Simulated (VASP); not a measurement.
GaSb, 2 atoms in the cell. It takes space group F-43m (No. 216, cubic). The conventional cell has a = 6.199 Å, b = 6.199 Å, c = 6.199 Å, α = 90.00°, β = 90.00°, γ = 90.00°. Sb (site symmetry -43m) has 4 Ga at 2.68 Å within 3.5 Å. Ga (site symmetry -43m) has 4 Sb at 2.68 Å within 3.5 Å. 

- Program: VASP 6.6.1
- Task: single point
- Functional: BHLYP
- Potentials or basis: VASP PAW PBE potentials, release 64 (Sb, Ga_d)
- Cutoff: 520 eV
- k mesh: 4 × 4 × 4
- Occupations: fermi-dirac, width 0.05 eV
- Spin: no spin polarisation
- Dipole correction: no
- Grid for exact exchange (PRECFOCK): Normal
- Further INCAR settings: ALGO = Normal; EDIFF = 1e-06; NBANDS = 16
- Share of exact exchange: 0.5

Potentials or basis: VASP PAW PBE potentials, release 64 (Sb, Ga_d).

Run with:

```console
$ cat potpaw_PBE.64/Sb/POTCAR potpaw_PBE.64/Ga_d/POTCAR > POTCAR
$ cp INCAR.step1 INCAR
$ mpirun -np 1 vasp_std > vasp.out
$ cp INCAR.step2 INCAR
$ mpirun -np 1 vasp_std > vasp.out
```

Hardware: 1 thread of AMD EPYC 7R43 64-Core Processor (Zen 3) (shared host).

How long does it take, and how much memory?

Wall time 18 min on 1 thread of AMD EPYC 7R43 64-Core Processor (Zen 3) (shared host), peak memory 0.18 GiB. Counts: k points 8.
